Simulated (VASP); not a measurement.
Input of a VASP 6.6.1 run:

Contents of INCAR:

```
SYSTEM = HfN
  AGGAC = 1.0
  AGGAX = 1.0
  ALDAC = 0.0
  ALDAX = 1.0
  ALGO = Normal
  EDIFF = 1E-6
  ENCUT = 520
  GGA = B5
  ISIF = 2
  ISMEAR = -1
  LASPH = .True.
  LCHARG = .False.
  LREAL = .False.
  LWAVE = .False.
  NBANDS = 23
  NELM = 100
  PREC = Accurate
  SIGMA = 0.1
```

KPOINTS

```
k-points
0
Gamma
  7 7 4
  0 0 0
```

Contents of POSCAR:

```
HfN
1.0
    3.1339080200      0.0000000000      0.0000000000
   -1.5669540100      2.7140439600      0.0000000000
    0.0000000000      0.0000000000      5.4167677200
Hf N
2 2
Direct
    0.6666666700      0.3333333300      0.7500000000
    0.3333333300      0.6666666700      0.2500000000
    0.0000000000      0.0000000000      0.0000000000
    0.0000000000      0.0000000000      0.5000000000
```

Potentials or basis: VASP PAW PBE potentials, release 64 (Hf_pv, N).

Launch:

```bash
$ cat potpaw_PBE.64/Hf_pv/POTCAR potpaw_PBE.64/N/POTCAR > POTCAR
$ mpirun -np 1 vasp_std > vasp.out
```

Task: Predict the band gap on the k mesh.

Result: Zero (band 15 reaches 10.26 eV, above the bottom of band 16 at 8.09 eV).

Task: Estimate the pressure.

Result: 13.4 GPa.

Stress tensor (GPa, compression positive):
```
12.75  0.00  0.00
 0.00 12.75  0.00
 0.00  0.00 14.76
```

Caveat: the PAW data sets were made with another functional, which shifts forces and pressure a little; spin-orbit coupling is left out, which moves the levels of the heavy elements.
